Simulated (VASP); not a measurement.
Cu: single point with PBEsol

Crystal: Cu.

```
Cu
1.0
     1.35576    1.35576    1.35576
    -1.35576    1.35576    1.35576
    -1.35576   -1.35576    1.35576
Cu
1
Cartesian
  0.0000 0.0000 0.0000
```

```yaml
Program: VASP 6.6.1
Task: single point
Functional: PBEsol
Potentials_or_basis: VASP PAW PBE potentials, release 64 (Cu)
Cutoff: 520 eV
k_mesh: 21 × 21 × 21
Occupations: fermi-dirac, width 0.05 eV
Spin: no spin polarisation
Dipole_correction: no
Further_INCAR_settings: ALGO = Normal; EDIFF = 1e-07; NBANDS = 12
```

| Item | Value |
| --- | --- |
| Pressure | 30.8 GPa |

Levels at points of the mesh, in eV from the Fermi level:
```
           k point  band 3  band 4  band 5  band 6  band 7  band 8  band 9  band 10
(0.00, 0.00, 0.00)   -3.71   -3.71   -2.40   -2.40   26.67   26.67   26.67    31.65
```

Wall time 36 s on 1 thread of Intel Xeon 8259CL (shared host), peak memory 0.14 GiB.

Caveat: the PAW data sets were made with another functional, which shifts forces and pressure a little.
